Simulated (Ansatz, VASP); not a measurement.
**One calculation of ZnS, two programs**

```
CELL_PARAMETERS angstrom
0.00000 2.69409 2.69409
2.69409 0.00000 2.69409
2.69409 2.69409 0.00000
ATOMIC_POSITIONS crystal
Zn 0.00000 0.00000 0.00000
S 0.25000 0.25000 0.25000
```

Alike in both runs: task single point; functional HSE06; k mesh 4 × 4 × 4; no spin polarisation.

|  | VASP | Ansatz |
| --- | --- | --- |
| version | VASP 6.6.1 | Ansatz 0.2.0 |
| potentials or method | VASP PAW PBE potentials, release 64 (Zn, S) | plane waves, PAW |
| plane-wave cutoff (eV) | 520 | 420 |
| occupations | gaussian, width 0.01 eV | fixed |
| valence electrons in the cell | 18 | 18 |

VASP gave:

- gap on the k mesh at the Fermi level (eV): 3.38
- pressure (GPa): 1.9

**Question.** What did Ansatz give for the same quantities?

**Answer.** gap on the k mesh at the Fermi level (eV): 3.39; pressure (GPa): 1.9.

Ansatz's warnings: stress exchange threshold loose, stress scf threshold loose.

The k mesh is coarse, so the values compare programs but aren't converged.
